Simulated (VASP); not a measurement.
## AlGa5N6: single point with PBE

Crystal: AlGa5N6.

```
Al Ga N
1.0
     2.99563    0.00000    0.00000
     0.00000    2.99563    0.00000
     0.00000    0.00000   12.71895
Al Ga N
1 5 6
Direct
  0.00000 0.00000 0.00000
  0.00000 0.00000 0.66924
  0.50000 0.50000 0.50000
  0.00000 0.00000 0.33076
  0.50000 0.50000 0.16350
  0.50000 0.50000 0.83650
  0.00000 0.00000 0.50000
  0.50000 0.50000 0.33123
  0.00000 0.00000 0.16139
  0.50000 0.50000 0.00000
  0.00000 0.00000 0.83861
  0.50000 0.50000 0.66877
```

| Quantity | Value |
| --- | --- |
| Program | VASP 6.6.1 |
| Task | single point |
| Functional | PBE |
| Potentials or basis | VASP PAW PBE potentials, release 64 (Al, Ga_d, N) |
| Cutoff | 520 eV |
| k mesh | 6 × 6 × 2 |
| Occupations | gaussian, width 0.1 eV |
| Spin | no spin polarisation |
| Dipole correction | no |
| Further INCAR settings | ALGO = Normal; EDIFF = 1e-07; NBANDS = 61 |

The pressure is 0.6 GPa. The largest force is 0.021 eV/Å. The band gap on the k mesh is 0.50 eV (least direct gap 1.16 eV).

Forces in eV/Å, atoms in the order of the input:
```
Al   0.000  0.000  0.000
Ga   0.000  0.000 -0.002
Ga   0.000  0.000  0.000
Ga   0.000  0.000  0.002
Ga   0.000  0.000 -0.010
Ga   0.000  0.000  0.010
N    0.000  0.000  0.000
N    0.000  0.000  0.000
N    0.000  0.000 -0.021
N    0.000  0.000  0.000
N    0.000  0.000  0.021
N    0.000  0.000  0.000
```

Levels at points of the mesh, in eV from the valence-band top:
| k point | band 47 | band 48 | band 49 | band 50 | band 51 | band 52 |
| --- | --- | --- | --- | --- | --- | --- |
| (0.00, 0.00, 0.00) | -0.50 | -0.45 | -0.45 | 0.71 | 2.17 | 2.49 |
| (0.50, 0.00, 0.00) | -0.30 | -0.29 | -0.25 | 5.11 | 5.15 | 5.33 |
| (0.50, 0.50, 0.00) | -2.96 | -2.96 | -2.94 | 0.50 | 0.98 | 3.43 |
| (0.00, 0.00, 0.50) | -0.81 | -0.53 | -0.53 | 0.97 | 1.57 | 2.98 |
| (0.50, 0.00, 0.50) | -0.29 | -0.23 | -0.20 | 4.65 | 4.66 | 6.16 |
| (0.50, 0.50, 0.50) | -3.33 | -3.18 | -3.18 | 1.39 | 1.49 | 1.67 |

Run time: 2.5 min on 1 thread of Intel(R) Xeon(R) Platinum 8259CL CPU @ 2.50GHz (Skylake/Cascade Lake) (shared host), peak memory 0.27 GiB.

A k mesh can miss the band edges.
